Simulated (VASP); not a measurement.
## Si (a cell with a defect): single point with PBEsol

System: Si (a cell with a defect).

```xyz
17
Lattice="0.0000 5.4300 5.4300 5.4300 0.0000 5.4300 5.4300 5.4300 0.0000" Properties=species:S:1:pos:R:3 pbc="T T T"
Si    0.0048   -0.0048   -0.0048
Si    1.3245    1.3580    1.3562
Si    2.6908    2.7387   -0.0241
Si    4.0726    4.1058    1.3582
Si    2.6958   -0.0193    2.7341
Si    4.0740    1.3586    4.1056
Si    5.4562    2.7410    2.7414
Si    6.7912    4.0789    4.0720
Si    0.0038    2.7189    2.7188
Si    1.3568    4.0713    4.0726
Si    2.7096    5.4246    2.7205
Si    4.0715    6.7872    4.0394
Si    2.7107    2.7194    5.4257
Si    4.0728    4.0396    6.7868
Si    5.4519    5.4077    5.4079
Si    6.8207    6.7878    6.7887
Si    4.0765    6.7945    6.7871
```

```
Program                : VASP 6.6.1
Task                   : single point
Functional             : PBEsol
Potentials or basis    : VASP PAW PBE potentials, release 64 (Si)
Cutoff                 : 520 eV
k mesh                 : 2 × 2 × 2
Occupations            : gaussian, width 0.02 eV
Spin                   : no spin polarisation
Dipole correction      : no
Further INCAR settings : LREAL = Auto; ALGO = Normal; EDIFF = 1e-06; NBANDS = 48
```

```
Pressure               : 3.5 GPa
Largest force          : 0.019 eV/Å
Band gap on the k mesh : zero (bands 34 and 35 overlap by 0.25 eV)
```

Forces in eV/Å, atoms in the order of the input:
```
Si   0.004 -0.010 -0.006
Si   0.013  0.002  0.001
Si   0.005  0.008  0.001
Si   0.002 -0.013 -0.001
Si  -0.010 -0.007  0.014
Si   0.000  0.002 -0.012
Si  -0.004  0.000 -0.008
Si  -0.001 -0.002  0.000
Si   0.008  0.006  0.011
Si   0.000  0.000  0.000
Si  -0.007 -0.008  0.005
Si   0.003  0.004  0.012
Si  -0.011  0.004 -0.008
Si   0.001  0.014  0.001
Si   0.011  0.001 -0.007
Si  -0.013  0.003 -0.001
Si  -0.001 -0.002  0.000
```

Levels at points of the mesh, in eV from the Fermi level:
```tsv
k point	band 32	band 33	band 34	band 35	band 36	band 37
(0.00, 0.00, 0.00)	-0.77	-0.77	-0.25	-0.24	-0.24	0.04
(0.50, 0.00, 0.00)	-1.37	-1.37	-0.34	0.51	0.52	0.87
(0.00, 0.50, 0.00)	-1.37	-1.37	-0.34	0.51	0.52	0.86
(0.00, 0.00, 0.50)	-1.37	-1.37	-0.34	0.51	0.51	0.87
(0.50, 0.50, 0.50)	-1.37	-1.37	-0.34	0.51	0.52	0.86
(0.50, 0.50, 0.00)	-1.83	-0.97	0.01	0.71	1.03	1.03
(0.00, 0.50, 0.50)	-1.83	-0.97	0.01	0.71	1.03	1.04
(0.50, 0.00, 0.50)	-1.83	-0.97	0.01	0.71	1.03	1.04
```

Wall time 7.3 min on 1 thread of Intel Xeon 8259CL (shared host), peak memory 0.47 GiB.

Caveat: the k points lie up to 0.50 Å⁻¹ apart; the PAW data sets were made with another functional, which shifts forces and pressure a little.
